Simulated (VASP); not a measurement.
Input of a VASP 6.6.1 run:

INCAR

```
  PREC = Accurate
  ENCUT = 520
  EDIFF = 1E-6
  ISMEAR = 0
  SIGMA = 0.27211386245988
  LREAL = F
  LASPH = T
  NELM = 60
  ALGO = Normal
  ISIF = 2
  LWAVE = F
  LCHARG = T
  GGA = RE
  LELF = T
  LVHAR = T
  ISYM = 0
  NBANDS = 16
```

File KPOINTS:

```
Automatic mesh
0
Gamma
  1 1 2
```

POSCAR

```
AlRu
1.0
    2.9824954400      0.0000000000      0.0000000000
    0.0000000000      2.9824954400      0.0000000000
    0.0000000000      0.0000000000      2.9824954400
Al Ru
1 1
Direct
    0.0000000000      0.0000000000      0.0000000000
    0.5000000000      0.5000000000      0.5000000000
```

Potentials or basis: VASP PAW PBE potentials, release 64 (Al, Ru_pv).

The run is started by

```bash
$ cat potpaw_PBE.64/Al/POTCAR potpaw_PBE.64/Ru_pv/POTCAR > POTCAR
$ mpirun -np 1 vasp_std > vasp.out
```

Estimate the pressure.

20.0 GPa.

Caveat: the k points lie up to 2.11 Å⁻¹ apart; the PAW data sets were made with another functional, which shifts forces and pressure a little.
